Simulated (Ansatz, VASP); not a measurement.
# GaGe in VASP and in Ansatz

File INCAR:

```
ALGO = Normal ; EDIFF = 1E-6
ENCUT = 500 ; GGA = PE
GGA_COMPAT = False ; ISIF = 2
ISMEAR = 0 ; LASPH = True
LCHARG = True ; LELF = True
LREAL = False ; LVHAR = True
LWAVE = False ; NBANDS = 20
NELM = 120 ; PREC = Accurate
SIGMA = 0.1
```

File KPOINTS:

```
k-points
0
Gamma
  4 4 4
```

Contents of POSCAR:

```
GaGe
1.0
    0.0000000000      2.8978440000      2.8978440000
    2.8978440000      0.0000000000      2.8978440000
    2.8978440000      2.8978440000      0.0000000000
Ga Ge
1 1
Direct
    0.7500000000      0.7500000000      0.7500000000
    0.0000000000      0.0000000000      0.0000000000
```

Input for Ansatz:

```yaml
crystal:
  lattice:
    - [0.0, 2.897844, 2.897844]
    - [2.897844, 0.0, 2.897844]
    - [2.897844, 2.897844, 0.0]
  atoms:
    - { symbol: Ga, position: [0.75, 0.75, 0.75] }
    - { symbol: Ge, position: [0.0, 0.0, 0.0] }
basis:
  ecutwfc: 420
kpoints:
  mp_grid: { grid: [4, 4, 4] }
hamiltonian:
  xc: pbe
scf:
  occupations: { method: gaussian, width: 0.1 }
  n_extra_bands: 12
  algorithm: density_mixing
  convergence: { dr2_threshold: "1e-5 eV" }
  max_iter: 95
output:
  forces: true
  stress: true
  eigenvalues: true
```

Alike in both runs: task single point; functional PBE; k mesh 4 × 4 × 4; occupations gaussian, width 0.1 eV; no spin polarisation.

|  | VASP | Ansatz |
| --- | --- | --- |
| version | VASP 6.6.1 | Ansatz 0.2.0 |
| potentials or method | VASP PAW PBE potentials, release 64 (Ga_d, Ge_d), cutoff 500 eV | scalar-relativistic, plane waves, PAW |
| valence electrons in the cell | 27 | 27 |

```csv
,VASP,Ansatz,Ansatz less VASP
gap on the k mesh at the Fermi level (eV),none,none,-
pressure (GPa),-0.4,-0.4,0.00
```

A gap of «none» marks a metal or a gap that the smearing closes. Ansatz's warnings: force scf threshold loose, stress scf threshold loose.

The k mesh is coarse, so the values compare programs but aren't converged.
